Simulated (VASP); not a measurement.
Set up this calculation in VASP 6.6.1, as the native input.

```
Task                   : single point
Functional             : PBE
Potentials or basis    : VASP PAW PBE potentials, release 64 (In_d, P)
Cutoff                 : 520 eV
k mesh                 : 11 × 11 × 11
Occupations            : fermi-dirac, width 0.03 eV
Spin                   : no spin polarisation
Dipole correction      : no
Further INCAR settings : ALGO = Normal; EDIFF = 1e-07; NBANDS = 16
```

The structure of InP lies in POSCAR:

```
InP
1.0
    0.0000000000      2.8164141889      2.8164141889
    2.8164141889      0.0000000000      2.8164141889
    2.8164141889      2.8164141889      0.0000000000
In P
1 1
Direct
    0.0000000000      0.0000000000      0.0000000000
    0.5000000000      0.5000000000      0.5000000000
```

These files were run (other wordings do the same):

INCAR

```
SYSTEM = InP
ALGO     = Normal         ! electronic algorithm
EDIFF    = 1E-7           ! SCF threshold, eV
ENCUT    = 520            ! plane-wave cutoff, eV
GGA      = PE             ! functional
ISIF     = 2              ! what is computed and relaxed
ISMEAR   = -1             ! smearing method
LASPH    = .True.         ! aspherical terms in the spheres
LCHARG   = .False.        ! write CHGCAR
LREAL    = .False.        ! projectors in reciprocal space
LWAVE    = .False.        ! write WAVECAR
NBANDS   = 16             ! bands
NELM     = 80             ! most SCF steps
PREC     = Accurate       ! precision mode
SIGMA    = 0.03           ! smearing width, eV
```

KPOINTS

```
k-points
0
Gamma
  11 11 11
  0 0 0
```

Potentials or basis: VASP PAW PBE potentials, release 64 (In_d, P).

Command:

```bash
$ cat potpaw_PBE.64/In_d/POTCAR potpaw_PBE.64/P/POTCAR > POTCAR
$ mpirun -np 1 vasp_std > vasp.out
```

Results of the run:

The pressure is -3.3 GPa and the band gap on the k mesh is zero (bands 9 and 10 overlap by 2.43 eV).

Caveat: the cell stands under tension; spin-orbit coupling is left out, which moves the levels of the heavy elements.

It took 32 s on 1 thread of AMD EPYC 7R13, with other jobs on the host, peak memory 0.16 GiB.
